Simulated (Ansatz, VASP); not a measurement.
Two plane-wave programs on Mn

File INCAR:

```
ALGO     = Normal         # electronic algorithm
EDIFF    = 1E-6           # SCF threshold, eV
ENCUT    = 520            # plane-wave cutoff, eV
GGA      = RP             # functional
ISIF     = 2              # what is computed and relaxed
ISMEAR   = -1             # smearing method
LASPH    = True           # aspherical terms in the spheres
LCHARG   = False          # write CHGCAR
LREAL    = False          # projectors in reciprocal space
LWAVE    = False          # write WAVECAR
NBANDS   = 12             # bands
NELM     = 80             # most SCF steps
PREC     = Accurate       # precision mode
SIGMA    = 0.1            # smearing width, eV
```

KPOINTS

```
k-points
0
Gamma
  17 17 17
```

POSCAR

```
Mn
1.0
    0.0000000000      1.8096750782      1.8096750782
    1.8096750782      0.0000000000      1.8096750782
    1.8096750782      1.8096750782      0.0000000000
Mn
1
Direct
    0.0000000000      0.0000000000      0.0000000000
```

Input for Ansatz:

```yaml
crystal:
  lattice:
    - [0.0, 1.8096750782, 1.8096750782]
    - [1.8096750782, 0.0, 1.8096750782]
    - [1.8096750782, 1.8096750782, 0.0]
  atoms:
    - { symbol: Mn, position: [0.0, 0.0, 0.0] }
hamiltonian:
  xc: rpbe
  pseudopotentials:
    kind: paw
    azcp:
      Mn: "pseudopotentials/Mn.paw.azcp"
basis:
  ecutwfc: 420
  fft_grid_basis: typed
kpoints:
  mp_grid: { grid: [17, 17, 17], shift: [0, 0, 0] }
magnetization:
  spin_polarized: false
scf:
  occupations: { method: fermi_dirac, width: 0.1 }
  lower_state_search: "off"
output:
  stress: true
  write_density: true
  write_potential: true
  elf: true
  volumetric_format: npy
```

Alike in both runs: task single point; functional RPBE; k mesh 17 × 17 × 17; occupations fermi-dirac, width 0.1 eV; no spin polarisation.

|  | VASP | Ansatz |
| --- | --- | --- |
| version | VASP 6.6.1 | Ansatz 0.2.0 |
| potentials or method | VASP PAW PBE potentials, release 64 (Mn_pv), cutoff 520 eV | plane waves (420 eV) with PAW, scalar-relativistic |
| valence electrons in the cell | 13 | 15 |

Ansatz gave:

* pressure (GPa): -16.9

Question: Which values does VASP return?

Answer: Pressure (GPa): -16.8.

VASP's potentials were made for PBE, not for RPBE. VASP's potentials hold 13 valence electrons a cell and Ansatz's 15, so a difference there can come from the potentials and not from the codes.
